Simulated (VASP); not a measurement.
# Gd (Fm-3m) in VASP: single point with PBEsol

Aim: the single point of Gd with PBEsol.

Everything below comes from runs of VASP 6.6.1. Logs are shortened: lines on timing, memory, paths and dates and some standing lists are left out, and cuts for length are marked.

### 1 The cell of the first run

Symmetry: Fm-3m, No. 225, cubic system. Conventional cell: a = 5.172 Å, b = 5.172 Å, c = 5.172 Å, α = 90.00°, β = 90.00°, γ = 90.00°. Gd (site symmetry m-3m) has 12 Gd at 3.66 Å within 4.8 Å.

This isn't the form of Gd at room conditions, which is hcp.

### 2 Single point, PBEsol, collinear spin, ferromagnetic start

INCAR

```
SYSTEM = Gd
ALGO = Fast
EDIFF = 1E-6
ENCUT = 520
GGA = PS
ISIF = 2
ISMEAR = -1
ISPIN = 2
LASPH = .TRUE.
LCHARG = .FALSE.
LMAXMIX = 6
LORBIT = 11
LREAL = .FALSE.
LWAVE = .FALSE.
MAGMOM = 7
NBANDS = 19
NELM = 150
PREC = Accurate
SIGMA = 0.1
```

KPOINTS

```
k-points
0
G
  8 8 8
  0 0 0
```

POSCAR

```
Gd
1.0
    0.0000000000      2.5858190855      2.5858190855
    2.5858190855      0.0000000000      2.5858190855
    2.5858190855      2.5858190855      0.0000000000
Gd
1
Direct
    0.0000000000      0.0000000000      0.0000000000
```

Potentials or basis: VASP PAW PBE potentials, release 64 (Gd).

Command:

```sh
$ cat potpaw_PBE.64/Gd/POTCAR > POTCAR
$ mpirun -np 1 vasp_std > vasp.out
```

OUTCAR:

```text
SYSTEM = Gd
   EDIFF = 1E-6
   ENCUT = 520
   GGA = PS
   ISIF = 2
   ISMEAR = -1
   ISPIN = 2
   LASPH = .TRUE.
   LORBIT = 11
   LREAL = .FALSE.
   NELM = 150
   PREC = Accurate

 ion  position               nearest neighbor table
   1  0.000  0.000  0.000-

  LATTYP: Found a face centered cubic cell.
 ALAT       =     5.1716381710

  Lattice vectors:

 A1 = (   0.0000000000,   2.5858190855,   2.5858190855)
 A2 = (   2.5858190855,   0.0000000000,   2.5858190855)
 A3 = (   2.5858190855,   2.5858190855,   0.0000000000)

Analysis of symmetry for initial positions (statically):
=====================================================================
 Subroutine PRICEL returns:
 Original cell was already a primitive cell.

 Routine SETGRP: Setting up the symmetry group for a
 face centered cubic supercell.

 Subroutine GETGRP returns: Found 48 space group operations
 (whereof 48 operations were pure point group operations)
 out of a pool of 48 trial point group operations.

The static configuration has the point symmetry O_h .

Analysis of symmetry for dynamics (positions and initial velocities):
=====================================================================
 Subroutine PRICEL returns:
 Original cell was already a primitive cell.

 Routine SETGRP: Setting up the symmetry group for a
 face centered cubic supercell.

 Subroutine GETGRP returns: Found 48 space group operations
 (whereof 48 operations were pure point group operations)
 out of a pool of 48 trial point group operations.

The dynamic configuration has the point symmetry O_h .

Analysis of structural, dynamic, and magnetic symmetry:
=====================================================================
 Subroutine PRICEL returns:
 Original cell was already a primitive cell.

 Routine SETGRP: Setting up the symmetry group for a
 face centered cubic supercell.

 Subroutine GETGRP returns: Found 48 space group operations
 (whereof 48 operations were pure point group operations)
 out of a pool of 48 trial point group operations.

The overall configuration has the point symmetry O_h .

 Subroutine INISYM returns: Found 48 space group operations
 (whereof 48 operations are pure point group operations),
 and found     1 'primitive' translations

----------------------------------------------------------------------------------------

                                     Primitive cell

  volume of cell :      34.5800

  direct lattice vectors                    reciprocal lattice vectors
     0.000000000  2.585819085  2.585819085    -0.193362329  0.193362329  0.193362329
     2.585819085  0.000000000  2.585819085     0.193362329 -0.193362329  0.193362329
     2.585819085  2.585819085  0.000000000     0.193362329  0.193362329 -0.193362329

  length of vectors
     3.656900421  3.656900421  3.656900421     0.334913378  0.334913378  0.334913378

  position of ions in fractional coordinates (direct lattice)
     0.000000000  0.000000000  0.000000000

  ion indices of the primitive-cell ions
   primitive index   ion index
                 1           1

----------------------------------------------------------------------------------------

 KPOINTS: k-points

Automatic generation of k-mesh.
 Grid dimensions read from file:
 generate k-points for:    8    8    8

 Generating k-lattice:

  Cartesian coordinates                     Fractional coordinates (reciprocal lattice)
    -0.024170291  0.024170291  0.024170291     0.125000000  0.000000000  0.000000000
     0.024170291 -0.024170291  0.024170291     0.000000000  0.125000000  0.000000000
     0.024170291  0.024170291 -0.024170291     0.000000000  0.000000000  0.125000000

  Length of vectors
     0.041864172  0.041864172  0.041864172

  Shift w.r.t. Gamma in fractional coordinates (k-lattice)
     0.000000000  0.000000000  0.000000000

 Subroutine IBZKPT returns following result:
 ===========================================

 Found     29 irreducible k-points:

 Following reciprocal coordinates:
            Coordinates               Weight
  0.000000  0.000000  0.000000      1.000000
  0.125000  0.000000  0.000000      8.000000
  0.250000  0.000000  0.000000      8.000000
  0.375000  0.000000  0.000000      8.000000
  0.500000  0.000000  0.000000      4.000000
  0.125000  0.125000  0.000000      6.000000
[... 16 lines left out ...]
  0.500000  0.250000  0.125000     48.000000
 -0.375000  0.250000  0.125000     24.000000
 [... further k-points ...]
   k-points           NKPTS =     29   k-points in BZ     NKDIM =     29   number of bands    NBANDS=     19
   number of dos      NEDOS =    301   number of ions     NIONS =      1
   total plane-waves  NPLWV =  21952
   dimension x,y,z NGX =    28 NGY =   28 NGZ =   28
   dimension x,y,z NGXF=    56 NGYF=   56 NGZF=   56
   ions per type =               1
   NGX,Y,Z   is equivalent  to a cutoff of  12.73, 12.73, 12.73 a.u.
   NGXF,Y,Z  is equivalent  to a cutoff of  25.46, 25.46, 25.46 a.u.
 SYSTEM =  Gd
   PREC   = accura    normal or accurate (medium, high low for compatibility)
   ISTART =      0    job   : 0-new  1-cont  2-samecut
   ICHARG =      2    charge: 1-file 2-atom 10-const
   ISPIN  =      2    spin polarized calculation?
   LNONCOLLINEAR =      F non collinear calculations
   LSORBIT =      F    spin-orbit coupling
   LASPH  =      T    aspherical Exc in radial PAW
   ENCUT  =  520.0 eV  38.22 Ry    6.18 a.u.   6.80  6.80  6.80*2*pi/ulx,y,z
   NELM   =    150;   NELMIN=  2; NELMDL= -5     # of ELM steps
   EDIFF  = 0.1E-05   stopping-criterion for ELM
   LREAL  =      F    real-space projection
   EDIFFG = 0.1E-04   stopping-criterion for IOM
   NSW    =      0    number of steps for IOM
   IBRION =     -1    ionic relax: 0-MD 1-quasi-New 2-CG
   NFREE  =      0    steps in history (QN), initial steepest desc. (CG)
   ISIF   =      2    stress and relaxation
   ISYM   =      2    0-nonsym 1-usesym 2-fastsym
   POTIM  = 0.5000    time-step for ionic-motion
   TEBEG  =    0.0;   TEEND  =   0.0 temperature during run
   PSTRESS=    0.0 pullay stress
   NELECT =      18.0000    total number of electrons
   NUPDOWN=      -1.0000    fix difference up-down
   EMIN   =  10.00;   EMAX   =-10.00  energy-range for DOS
   EFERMI =   0.00;   METHOD = LEGACY
   ISMEAR =    -1;   SIGMA  =   0.10  broadening in eV -4-tet -1-fermi 0-gaus
   EFERMI_NEDOS =   21; number of points for ismear=-14 and -15
   IALGO  =     68    algorithm
   IMIX   =      4    mixing-type and parameters
     AMIX     =   0.40;   BMIX     =  1.00
     AMIX_MAG =   1.60;   BMIX_MAG =  1.00
  volume/ion in A,a.u.               =      34.58       233.36
  Fermi-wavevector in a.u.,A,eV,Ry     =   1.316914  2.488607 23.596086  1.734263
  Thomas-Fermi vector in A             =   2.446993
   LORBIT       =     11    0 simple, 1 ext, 2 COOP (PROOUT), +10 PAW based schemes
   GGA     = PS    functional components
   LHFCALC =     F    Hartree Fock is set to
   AEXX    =    0.0000 exact exchange contribution
   IVDW    =     0    specifies the selected vdW correction
   LEPSILON=     F    determine dielectric tensor
   LRPA    =     F    only Hartree local field effects (RPA)
 spin polarized calculation
 RMM-DIIS sequential band-by-band and
  energy-cutoff  :      520.00
  volume of cell :       34.58
 maximum number of plane-waves:       950
   NGX = 13   NGY = 13   NGZ = 13

 number of electron      18.0000002 magnetization       7.4553946

 Free energy of the ion-electron system (eV)
  ---------------------------------------------------
  ext. energy  EPLUGINS =         0.00000000
  ---------------------------------------------------
  free energy    TOTEN  =       -11.99832844 eV

  energy without entropy =      -11.91038590  energy(sigma->0) =      -11.95435717

 E-fermi :   2.6768     XC(G=0):  -9.9120

 val. band max:        2.6701381715   @ k =  -0.2500   0.3750   0.1250
 cond. band min:       2.6968960430   @ k =   0.3750   0.2500   0.0000
 fundamental gap:      0.0267578716
 Fermi energy:         2.6768431500

 spin component 1

 k-point     1 :       0.0000    0.0000    0.0000
  band No.  band energies     occupation
      1     -42.5507      1.00000
      2     -19.6427      1.00000
      3     -19.6427      1.00000
      4     -19.6427      1.00000
      5      -2.3435      1.00000
      6      -2.0495      1.00000
[... 11 lines left out ...]
     18      11.5283      0.00000
     19      14.7680      0.00000

 k-point     2 :       0.1250    0.0000    0.0000
  band No.  band energies     occupation
      1     -42.5431      1.00000
      2     -19.7370      1.00000
      3     -19.6548      1.00000
      4     -19.6548      1.00000
      5      -2.0391      1.00000
      6      -1.9968      1.00000
[... 476 lines left out ...]
 k-point    24 :      -0.3750    0.2500    0.1250
  band No.  band energies     occupation
      1     -42.4905      1.00000
      2     -20.1701      1.00000
      3     -19.8864      1.00000
      4     -19.7757      1.00000
      5      -2.0139      1.00000
      6      -2.0070      1.00000
[... 11 lines left out ...]
     18       9.3969      0.00000
     19      13.4351      0.00000

 [... further k-points ...]

 spin component 2

 k-point     1 :       0.0000    0.0000    0.0000
  band No.  band energies     occupation
      1     -39.3831      1.00000
      2     -17.2766      1.00000
      3     -17.2766      1.00000
      4     -17.2766      1.00000
      5      -1.5762      1.00000
      6       3.0092      0.03477
[... 11 lines left out ...]
     18      12.5529      0.00000
     19      15.5015      0.00000

 k-point     2 :       0.1250    0.0000    0.0000
  band No.  band energies     occupation
      1     -39.3735      1.00000
      2     -17.3943      1.00000
      3     -17.2911      1.00000
      4     -17.2911      1.00000
      5      -1.1631      1.00000
      6       2.9858      0.04353
[... 476 lines left out ...]
 k-point    24 :      -0.3750    0.2500    0.1250
  band No.  band energies     occupation
      1     -39.3064      1.00000
      2     -17.9247      1.00000
      3     -17.5746      1.00000
      4     -17.4376      1.00000
      5       2.0912      0.99715
      6       2.7594      0.30458
[... 11 lines left out ...]
     18      10.6998      0.00000
     19      14.3888      0.00000

 [... further k-points ...]

------------------------ aborting loop because EDIFF is reached ----------------------------------------

  FORCE on cell =-STRESS in cart. coord.  units (eV):
  Direction    XX          YY          ZZ          XY          YZ          ZX
  --------------------------------------------------------------------------------------
  -------------------------------------------------------------------------------------
  Total       -0.6941991     -0.6941991     -0.6941991     -0.0000000      0.0000000      0.0000000
  in kB      -32.1640113    -32.1640113    -32.1640113     -0.0000000      0.0000000      0.0000000
  external PRESSURE =     -32.1640113 kB  Pullay stress =       0.0000000 kB

 VOLUME and BASIS-vectors are now :
 -----------------------------------------------------------------------------
  energy-cutoff  :      520.00
  volume of cell :       34.58
      direct lattice vectors                 reciprocal lattice vectors
     0.000000000  2.585819085  2.585819085    -0.193362329  0.193362329  0.193362329
     2.585819085  0.000000000  2.585819085     0.193362329 -0.193362329  0.193362329
     2.585819085  2.585819085  0.000000000     0.193362329  0.193362329 -0.193362329

 POSITION                                       TOTAL-FORCE (eV/Angst)
 -----------------------------------------------------------------------------------
      0.00000      0.00000      0.00000         0.000000      0.000000      0.000000
 -----------------------------------------------------------------------------------
    total drift:                               -0.000000     -0.000000     -0.000000

  FREE ENERGIE OF THE ION-ELECTRON SYSTEM (eV)
  ---------------------------------------------------
  free  energy   TOTEN  =       -11.9983284385 eV

  energy  without entropy=      -11.9103859014  energy(sigma->0) =      -11.95435717

 total charge

# of ion       s       p       d       f       tot
--------------------------------------------------
    1        2.069   5.545   0.546   7.017  15.177

 magnetization (x)

# of ion       s       p       d       f       tot
--------------------------------------------------
    1        0.002  -0.050   0.181   6.777   6.911
```

Wall time 2.8 min (1 thread of Intel Xeon 8259CL, shared host); peak memory 0.2 GiB.

Results:

```yaml
Free_energy: -11.9983 eV
Pressure: -3.2 GPa
Net_moment: 7.46 μB per cell
Site_moments: Gd +6.91 μB
Valence_electrons_inside_the_program's_atomic_spheres: Gd 15.18
```

Levels at points of the mesh, in eV from the Fermi level:
Spin up:
```tsv
k point	band 11	band 12	band 13	band 14	band 15	band 16
(0.00, 0.00, 0.00)	-4.58	-4.58	1.31	1.31	1.31	3.46
(0.50, 0.00, 0.00)	-4.57	-2.43	0.72	1.16	1.16	5.06
(0.50, 0.50, 0.00)	-4.59	-2.13	-1.37	2.16	5.09	5.52
```
Spin down:
| k point | band 1 | band 2 | band 3 | band 4 | band 5 | band 6 | band 7 | band 8 | band 9 | band 10 |
| --- | --- | --- | --- | --- | --- | --- | --- | --- | --- | --- |
| (0.00, 0.00, 0.00) | -42.06 | -19.95 | -19.95 | -19.95 | -4.25 | 0.33 | 0.50 | 0.50 | 0.50 | 0.75 |
| (0.50, 0.00, 0.00) | -41.99 | -20.70 | -20.05 | -20.05 | -1.58 | 0.35 | 0.52 | 0.52 | 0.54 | 0.69 |
| (0.50, 0.50, 0.00) | -41.97 | -20.65 | -20.22 | -20.22 | -1.45 | -0.46 | 0.54 | 0.55 | 0.55 | 0.55 |

Caveat: the cell stands under tension; the PAW data sets were made with another functional, which shifts forces and pressure a little; spin-orbit coupling is left out, which moves the levels of the heavy elements; semilocal functionals describe open f shells poorly, which spoils levels, moments and volumes. The state reached can hang on the start; a lower one may exist.
